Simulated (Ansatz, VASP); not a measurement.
## ZnSe: VASP beside Ansatz

File INCAR:

```
ALGO = Normal
EDIFF = 1E-6
ENCUT = 520
GGA = CA
ISIF = 2
ISMEAR = 0
LASPH = True
LCHARG = True
LELF = True
LREAL = False
LVHAR = True
LWAVE = False
NBANDS = 26
NELM = 80
PREC = Accurate
SIGMA = 0.05
```

Contents of KPOINTS:

```
k-points
0
Gamma
  8 8 6
```

Contents of POSCAR:

```
ZnSe
1.0
    3.8630000000      0.0000000000      0.0000000000
    0.0000000000      3.8630000000      0.0000000000
    0.0000000000      0.0000000000      5.2561416084
Zn Se
2 2
Direct
    0.0000000000      0.0000000000      0.0000000000
    0.5000000000      0.5000000000      0.0000000000
    0.0000000000      0.5000000000      0.2797006019
    0.5000000000      0.0000000000      0.7202993981
```

Input for Ansatz:

```yaml
crystal:
  lattice:
    - [3.863, 0.0, 0.0]
    - [0.0, 3.863, 0.0]
    - [0.0, 0.0, 5.2561416084]
  atoms:
    - { symbol: Zn, position: [0.0, 0.0, 0.0] }
    - { symbol: Zn, position: [0.5, 0.5, 0.0] }
    - { symbol: Se, position: [0.0, 0.5, 0.2797006019] }
    - { symbol: Se, position: [0.5, 0.0, 0.7202993981] }
basis:
  ecutwfc: 520.0
kpoints:
  mp_grid: { grid: [8, 8, 6] }
hamiltonian:
  xc: lda
  pseudopotentials: { kind: paw, azcp: { folder: soft_1 } }
scf:
  occupations: { method: gaussian, width: 0.05 }
output:
  forces: true
  stress: true
  eigenvalues: true
```

Alike in both runs: task single point; functional LDA; k mesh 8 × 8 × 6; occupations gaussian, width 0.05 eV; no spin polarisation.

|  | VASP | Ansatz |
| --- | --- | --- |
| version | VASP 6.6.1 | Ansatz 0.2.0 |
| potentials or method | VASP PAW LDA potentials, release 64 (Zn, Se), cutoff 520 eV | scalar-relativistic, plane waves, PAW |
| valence electrons in the cell | 36 | 56 |

|  | VASP | Ansatz | Ansatz less VASP |
| --- | --- | --- | --- |
| gap on the k mesh at the Fermi level (eV) | 1.69 | 1.66 | -0.033 |
| least direct gap on the mesh (eV) | 1.69 | 1.66 | -0.033 |
| pressure (GPa) | 5.8 | 5.3 | -0.50 |
| traceless stress, the component that is largest in VASP (GPa) | -1.00 | -0.99 | +0.015 |
| rms of the force components (eV/Å) | 0.268 | 0.235 | -0.0331 |

Ansatz warns that its potentials were made for another functional, while VASP's fit it. LDA's correlation is that of Perdew and Zunger in VASP and of Perdew and Wang (1992) in Ansatz. Atom by atom the forces differ by 0.033 eV/Å (rms over components). VASP's potentials hold 36 valence electrons a cell and Ansatz's 56, so a difference there can come from the potentials and not from the codes.
